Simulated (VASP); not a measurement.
Input of a VASP 6.6.1 run:

INCAR

```
ALGO = Normal
EDIFF = 1E-7
ENCUT = 520
GGA = PE
ISIF = 2
ISMEAR = -1
LASPH = True
LCHARG = True
LELF = True
LREAL = False
LVHAR = True
LWAVE = False
NBANDS = 10
NELM = 60
PREC = Accurate
SIGMA = 0.05
```

KPOINTS

```
k-points
0
Gamma
  16 16 16
```

File POSCAR:

```
Al
1.0
   -2.4331081166      2.4331081166      1.2645902194
    2.4331081166     -2.4331081166      1.2645902194
    2.4331081166      2.4331081166     -1.2645902194
Al
2
Direct
   -0.3750000000     -0.1250000000     -0.2500000000
    0.3750000000      0.1250000000      0.2500000000
```

Potentials or basis: VASP PAW PBE potentials, release 64 (Al).

Command:

```console
$ cat potpaw_PBE.64/Al/POTCAR > POTCAR
$ mpirun -np 1 vasp_std > vasp.out
```

Predict the pressure.

25.4 GPa.

Estimate the band gap on the k mesh.

zero (band 3 reaches 11.69 eV, above the bottom of band 4 at 3.39 eV).
